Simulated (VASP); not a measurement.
# Ni (Im-3m) in VASP: further runs

The runs below take Ni through single point, with LDA.

All numbers are computed with VASP 6.6.1; they aren't measurements. Logs are shortened: lines on timing, memory, paths and dates and some standing lists are left out, and cuts for length are marked.

### Step 1. The cell of the first run

It takes space group Im-3m (No. 229, cubic). Conventional cell: a = 2.804 Å, b = 2.804 Å, c = 2.804 Å, α = 90.00°, β = 90.00°, γ = 90.00°. Within 3.2 Å of Ni (site symmetry m-3m) lie 14 Ni at 2.43 to 2.80 Å.

### Step 2. Single point, LDA, collinear spin, ferromagnetic start (volume scaled by 1.04)

INCAR reads:

```
PREC     = Accurate       # precision mode
ENCUT    = 520            # plane-wave cutoff, eV
EDIFF    = 1E-6           # SCF threshold, eV
ISMEAR   = -1             # smearing method
SIGMA    = 0.05           # smearing width, eV
LREAL    = F              # projectors in reciprocal space
LASPH    = T              # aspherical terms in the spheres
NELM     = 150            # most SCF steps
ALGO     = Fast           # electronic algorithm
ISIF     = 2              # what is computed and relaxed
LWAVE    = F              # write WAVECAR
LCHARG   = F              # write CHGCAR
ISPIN    = 2              # spin polarisation
MAGMOM   = 1              # initial moments
LORBIT   = 11             # projections on sites
LMAXMIX  = 4              # l up to which the mixer works
GGA      = CA             # functional
NBANDS   = 15             # bands
```

KPOINTS reads:

```
regular mesh
0
Gamma
  13 13 13
```

POSCAR reads:

```
Ni
1.0
   -1.4019243406      1.4019243406      1.4019243406
    1.4019243406     -1.4019243406      1.4019243406
    1.4019243406      1.4019243406     -1.4019243406
Ni
1
Direct
    0.0000000000      0.0000000000      0.0000000000
```

Potentials or basis: VASP PAW LDA potentials, release 64 (Ni).

Launch:

```sh
> cat potpaw_LDA.64/Ni/POTCAR > POTCAR
> mpirun -np 1 vasp_std > vasp.out
```

OUTCAR:

```text
PREC = Accurate
   ENCUT = 520
   EDIFF = 1E-6
   ISMEAR = -1
   LREAL = F
   LASPH = T
   NELM = 150
   ISIF = 2
   ISPIN = 2
   LORBIT = 11
   GGA = CA

 ion  position               nearest neighbor table
   1  0.000  0.000  0.000-

  LATTYP: Found a body centered cubic cell.
 ALAT       =     2.8038486812

  Lattice vectors:

 A1 = (  -1.4019243406,   1.4019243406,   1.4019243406)
 A2 = (   1.4019243406,  -1.4019243406,   1.4019243406)
 A3 = (   1.4019243406,   1.4019243406,  -1.4019243406)

Analysis of symmetry for initial positions (statically):
=====================================================================
 Subroutine PRICEL returns:
 Original cell was already a primitive cell.

 Routine SETGRP: Setting up the symmetry group for a
 body centered cubic supercell.

 Subroutine GETGRP returns: Found 48 space group operations
 (whereof 48 operations were pure point group operations)
 out of a pool of 48 trial point group operations.

The static configuration has the point symmetry O_h .

Analysis of symmetry for dynamics (positions and initial velocities):
=====================================================================
 Subroutine PRICEL returns:
 Original cell was already a primitive cell.

 Routine SETGRP: Setting up the symmetry group for a
 body centered cubic supercell.

 Subroutine GETGRP returns: Found 48 space group operations
 (whereof 48 operations were pure point group operations)
 out of a pool of 48 trial point group operations.

The dynamic configuration has the point symmetry O_h .

Analysis of structural, dynamic, and magnetic symmetry:
=====================================================================
 Subroutine PRICEL returns:
 Original cell was already a primitive cell.

 Routine SETGRP: Setting up the symmetry group for a
 body centered cubic supercell.

 Subroutine GETGRP returns: Found 48 space group operations
 (whereof 48 operations were pure point group operations)
 out of a pool of 48 trial point group operations.

The overall configuration has the point symmetry O_h .

 Subroutine INISYM returns: Found 48 space group operations
 (whereof 48 operations are pure point group operations),
 and found     1 'primitive' translations

----------------------------------------------------------------------------------------

                                     Primitive cell

  volume of cell :      11.0213

  direct lattice vectors                    reciprocal lattice vectors
    -1.401924341  1.401924341  1.401924341     0.000000000  0.356652628  0.356652628
     1.401924341 -1.401924341  1.401924341     0.356652628  0.000000000  0.356652628
     1.401924341  1.401924341 -1.401924341     0.356652628  0.356652628  0.000000000

  length of vectors
     2.428204186  2.428204186  2.428204186     0.504382983  0.504382983  0.504382983

  position of ions in fractional coordinates (direct lattice)
     0.000000000  0.000000000  0.000000000

  ion indices of the primitive-cell ions
   primitive index   ion index
                 1           1

----------------------------------------------------------------------------------------

 KPOINTS: regular mesh

Automatic generation of k-mesh.
 Grid dimensions read from file:
 generate k-points for:   13   13   13

 Generating k-lattice:

  Cartesian coordinates                     Fractional coordinates (reciprocal lattice)
     0.000000000  0.027434818  0.027434818     0.076923077  0.000000000  0.000000000
     0.027434818  0.000000000  0.027434818     0.000000000  0.076923077  0.000000000
     0.027434818  0.027434818  0.000000000     0.000000000  0.000000000  0.076923077

  Length of vectors
     0.038798691  0.038798691  0.038798691

  Shift w.r.t. Gamma in fractional coordinates (k-lattice)
     0.000000000  0.000000000  0.000000000

 Subroutine IBZKPT returns following result:
 ===========================================

 Found     84 irreducible k-points:

 Following reciprocal coordinates:
            Coordinates               Weight
  0.000000  0.000000  0.000000      1.000000
  0.076923  0.000000  0.000000     12.000000
  0.153846  0.000000  0.000000     12.000000
  0.230769  0.000000  0.000000     12.000000
  0.307692  0.000000  0.000000     12.000000
  0.384615  0.000000  0.000000     12.000000
[... 16 lines left out ...]
  0.153846  0.076923  0.076923     24.000000
  0.230769  0.076923  0.076923     24.000000
 [... further k-points ...]
   k-points           NKPTS =     84   k-points in BZ     NKDIM =     84   number of bands    NBANDS=     15
   number of dos      NEDOS =    301   number of ions     NIONS =      1
   total plane-waves  NPLWV =   5832
   dimension x,y,z NGX =    18 NGY =   18 NGZ =   18
   dimension x,y,z NGXF=    36 NGYF=   36 NGZF=   36
   ions per type =               1
   NGX,Y,Z   is equivalent  to a cutoff of  12.32, 12.32, 12.32 a.u.
   NGXF,Y,Z  is equivalent  to a cutoff of  24.65, 24.65, 24.65 a.u.
 SYSTEM =  unknown system
   PREC   = accura    normal or accurate (medium, high low for compatibility)
   ISTART =      0    job   : 0-new  1-cont  2-samecut
   ICHARG =      2    charge: 1-file 2-atom 10-const
   ISPIN  =      2    spin polarized calculation?
   LNONCOLLINEAR =      F non collinear calculations
   LSORBIT =      F    spin-orbit coupling
   LASPH  =      T    aspherical Exc in radial PAW
   ENCUT  =  520.0 eV  38.22 Ry    6.18 a.u.   4.51  4.51  4.51*2*pi/ulx,y,z
   NELM   =    150;   NELMIN=  2; NELMDL= -5     # of ELM steps
   EDIFF  = 0.1E-05   stopping-criterion for ELM
   LREAL  =      F    real-space projection
   EDIFFG = 0.1E-04   stopping-criterion for IOM
   NSW    =      0    number of steps for IOM
   IBRION =     -1    ionic relax: 0-MD 1-quasi-New 2-CG
   NFREE  =      0    steps in history (QN), initial steepest desc. (CG)
   ISIF   =      2    stress and relaxation
   ISYM   =      2    0-nonsym 1-usesym 2-fastsym
   POTIM  = 0.5000    time-step for ionic-motion
   TEBEG  =    0.0;   TEEND  =   0.0 temperature during run
   PSTRESS=    0.0 pullay stress
   NELECT =      10.0000    total number of electrons
   NUPDOWN=      -1.0000    fix difference up-down
   EMIN   =  10.00;   EMAX   =-10.00  energy-range for DOS
   EFERMI =   0.00;   METHOD = LEGACY
   ISMEAR =    -1;   SIGMA  =   0.05  broadening in eV -4-tet -1-fermi 0-gaus
   EFERMI_NEDOS =   21; number of points for ismear=-14 and -15
   IALGO  =     68    algorithm
   IMIX   =      4    mixing-type and parameters
     AMIX     =   0.40;   BMIX     =  1.00
     AMIX_MAG =   1.60;   BMIX_MAG =  1.00
  volume/ion in A,a.u.               =      11.02        74.38
  Fermi-wavevector in a.u.,A,eV,Ry     =   1.584882  2.994993 34.175806  2.511851
  Thomas-Fermi vector in A             =   2.684432
   LORBIT       =     11    0 simple, 1 ext, 2 COOP (PROOUT), +10 PAW based schemes
   GGA     = CA    functional components
   LHFCALC =     F    Hartree Fock is set to
   AEXX    =    0.0000 exact exchange contribution
   IVDW    =     0    specifies the selected vdW correction
   LEPSILON=     F    determine dielectric tensor
   LRPA    =     F    only Hartree local field effects (RPA)
 spin polarized calculation
 RMM-DIIS sequential band-by-band and
  energy-cutoff  :      520.00
  volume of cell :       11.02
 maximum number of plane-waves:       321
 NGX is ok and might be reduce to    18
   NGX =  9   NGY =  9   NGZ =  9

 number of electron      10.0000000 magnetization       1.0000000

 number of electron       9.9999983 magnetization       0.5426282

 Free energy of the ion-electron system (eV)
  ---------------------------------------------------
  ext. energy  EPLUGINS =         0.00000000
  ---------------------------------------------------
  free energy    TOTEN  =        -6.42930789 eV

  energy without entropy =       -6.41238279  energy(sigma->0) =       -6.42084534

 E-fermi :   8.7201     XC(G=0): -13.5322

 val. band max:        8.7144102145   @ k =   0.4615   0.0000   0.0000
 cond. band min:       8.7329149655   @ k =  -0.4615   0.4615   0.3846
 fundamental gap:      0.0185047511
 Fermi energy:         8.7201411875

 spin component 1

 k-point     1 :       0.0000    0.0000    0.0000
  band No.  band energies     occupation
      1      -0.0507      1.00000
      2       6.5282      1.00000
      3       6.5282      1.00000
      4       6.5282      1.00000
      5       7.9024      1.00000
      6       7.9024      1.00000
      7      35.1071      0.00000
      8      35.1071      0.00000
      9      35.1071      0.00000
     10      39.9196      0.00000
     11      39.9196      0.00000
     12      40.5246      0.00000
     13      40.5246      0.00000
     14      40.5246      0.00000
     15      41.4834      0.00000
[... 397 lines left out ...]
 k-point    24 :       0.2308    0.0769    0.0769
  band No.  band energies     occupation
      1       3.5815      1.00000
      2       5.8422      1.00000
      3       6.1635      1.00000
      4       7.7837      1.00000
      5       7.9773      1.00000
      6       8.5514      0.96690
      7      21.7470      0.00000
      8      26.3776      0.00000
      9      27.4979      0.00000
     10      36.4800      0.00000
     11      39.7490      0.00000
     12      42.5164      0.00000
     13      44.4887      0.00000
     14      47.8735      0.00000
     15      50.8127      0.00000

 [... further k-points ...]

 spin component 2

 k-point     1 :       0.0000    0.0000    0.0000
  band No.  band energies     occupation
      1       0.0006      1.00000
      2       7.0814      1.00000
      3       7.0814      1.00000
      4       7.0814      1.00000
      5       8.3870      0.99872
      6       8.3870      0.99872
      7      35.1060      0.00000
      8      35.1060      0.00000
      9      35.1060      0.00000
     10      39.9546      0.00000
     11      39.9546      0.00000
     12      40.6924      0.00000
     13      40.6924      0.00000
     14      40.6924      0.00000
     15      41.6680      0.00000
[... 397 lines left out ...]
 k-point    24 :       0.2308    0.0769    0.0769
  band No.  band energies     occupation
      1       3.7033      1.00000
      2       6.3513      1.00000
      3       6.6088      1.00000
      4       8.2879      0.99982
      5       8.4705      0.99326
      6       9.1119      0.00040
      7      21.9222      0.00000
      8      26.4890      0.00000
      9      27.6417      0.00000
     10      36.5399      0.00000
     11      39.8714      0.00000
     12      42.5901      0.00000
     13      44.5804      0.00000
     14      47.9735      0.00000
     15      50.9390      0.00000

 [... further k-points ...]
[... 5 lines left out ...]
  --------------------------------------------------------------------------------------
  -------------------------------------------------------------------------------------
  Total       -1.1590767     -1.1590767     -1.1590767     -0.0000000     -0.0000000      0.0000000
  in kB     -168.4957890   -168.4957890   -168.4957890     -0.0000000     -0.0000000      0.0000000
  external PRESSURE =    -168.4957890 kB  Pullay stress =       0.0000000 kB

 VOLUME and BASIS-vectors are now :
 -----------------------------------------------------------------------------
  energy-cutoff  :      520.00
  volume of cell :       11.02
      direct lattice vectors                 reciprocal lattice vectors
    -1.401924341  1.401924341  1.401924341     0.000000000  0.356652628  0.356652628
     1.401924341 -1.401924341  1.401924341     0.356652628  0.000000000  0.356652628
     1.401924341  1.401924341 -1.401924341     0.356652628  0.356652628  0.000000000

 POSITION                                       TOTAL-FORCE (eV/Angst)
 -----------------------------------------------------------------------------------
      0.00000      0.00000      0.00000         0.000000     -0.000000      0.000000
 -----------------------------------------------------------------------------------
    total drift:                                0.000000     -0.000000      0.000000

  FREE ENERGIE OF THE ION-ELECTRON SYSTEM (eV)
  ---------------------------------------------------
  free  energy   TOTEN  =        -6.4293078878 eV

  energy  without entropy=       -6.4123827935  energy(sigma->0) =       -6.42084534

 total charge

# of ion       s       p       d       tot
------------------------------------------
    1        0.489   0.476   8.339   9.303

 magnetization (x)

# of ion       s       p       d       tot
------------------------------------------
    1       -0.002  -0.010   0.556   0.544
```

Run time: 39 s. Hardware: 1 thread of AMD EPYC 7R13 (Zen 3), shared host; peak memory 0.1 GiB.

What came out:

- Free energy: -6.4293 eV
- Pressure: -16.8 GPa
- Net moment: 0.54 μB per cell
- Site moments: Ni +0.54 μB
- Valence electrons inside the program's atomic spheres: Ni 9.30

### Step 3. Single point, LDA, collinear spin, ferromagnetic start (volume scaled by 1.06)

INCAR reads:

```
PREC = Accurate
ENCUT = 520
EDIFF = 1E-7
ISMEAR = -1
SIGMA = 0.05
LREAL = F
LASPH = T
NELM = 150
ALGO = Fast
ISIF = 2
LWAVE = F
LCHARG = F
ISPIN = 2
MAGMOM = 1
LORBIT = 11
LMAXMIX = 4
GGA = CA
NBANDS = 15
```

KPOINTS reads:

```
Automatic mesh
0
Gamma
  13 13 13
```

POSCAR reads:

```
Ni
1.0
   -1.4108540358      1.4108540358      1.4108540358
    1.4108540358     -1.4108540358      1.4108540358
    1.4108540358      1.4108540358     -1.4108540358
Ni
1
Direct
    0.0000000000      0.0000000000      0.0000000000
```

Potentials or basis: VASP PAW LDA potentials, release 64 (Ni).

Launch:

```sh
> cat potpaw_LDA.64/Ni/POTCAR > POTCAR
> mpirun -np 1 vasp_std > vasp.out
```

It used 26 s of CPU time on 1 thread of AMD EPYC 7R13 Processor (Zen 3), with other jobs on the host.

Results (log left out):

| Property | Result |
| --- | --- |
| Free energy | -6.4049 eV |
| Pressure | -19.6 GPa |
| Net moment | 0.56 μB per cell |
| Site moments | Ni +0.56 μB |
| Valence electrons inside the program's atomic spheres | Ni 9.27 |

Levels at points of the mesh, in eV from the Fermi level:
Spin up:
| k point | band 1 | band 2 | band 3 | band 4 | band 5 | band 6 | band 7 | band 8 | band 9 | band 10 |
| --- | --- | --- | --- | --- | --- | --- | --- | --- | --- | --- |
| (0.00, 0.00, 0.00) | -8.65 | -2.16 | -2.16 | -2.16 | -0.82 | -0.82 | 26.19 | 26.19 | 26.19 | 30.87 |
Spin down:
```tsv
k point	band 2	band 3	band 4	band 5	band 6	band 7	band 8	band 9
(0.00, 0.00, 0.00)	-1.59	-1.59	-1.59	-0.32	-0.32	26.18	26.18	26.18
```
